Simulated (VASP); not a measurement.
A run of VASP 6.6.1 is set up as follows.

The input POSCAR:

```
Ge
1.0
    0.0000000000      2.7143205764      2.9202816127
    2.7143205764      0.0000000000      2.9202816127
    2.7143205764      2.7143205764      0.0000000000
Ge
2
Direct
    0.0000000000      0.0000000000      0.0000000000
    0.2500000000      0.2500000000      0.2500000000
```

File INCAR.step1:

```
  PREC = Accurate
  ENCUT = 520
  ISMEAR = -1
  SIGMA = 0.02
  LREAL = F
  LASPH = T
  NELM = 80
  NBANDS = 21
  GGA = PE
  ALGO = Normal
  EDIFF = 1E-4
  LWAVE = T
  LCHARG = F
```

INCAR.step2

```
  PREC = Accurate
  ENCUT = 520
  EDIFF = 1E-6
  ISMEAR = -1
  SIGMA = 0.02
  LREAL = F
  LASPH = T
  NELM = 80
  ALGO = Normal
  ISIF = 2
  LWAVE = F
  LCHARG = F
  METAGGA = R2SCAN
  LMIXTAU = T
  NBANDS = 21
  ISTART = 1
```

The input KPOINTS:

```
regular mesh
0
Gamma
  8 8 8
```

Potentials or basis: VASP PAW PBE potentials, release 64 (Ge_d).

Launch:

```console
$ cat potpaw_PBE.64/Ge_d/POTCAR > POTCAR
$ cp INCAR.step1 INCAR
$ mpirun -np 1 vasp_std > vasp.out
$ cp INCAR.step2 INCAR
$ mpirun -np 1 vasp_std > vasp.out
```

Q: What does it give for the pressure?

A: 4.9 GPa.

Q: What does it give for the band gap on the k mesh?

A: 0.25 eV (least direct gap 0.62 eV).

Stress tensor (GPa, compression positive):
```
7.26 0.00 0.00
0.00 7.26 0.00
0.00 0.00 0.18
```

Caveat: the cell differs from its parent crystal (epitaxial xy strain -4.3%); the cell stands under pressure; the PAW data sets were made with another functional, which shifts forces and pressure a little. A k mesh can miss the band edges.
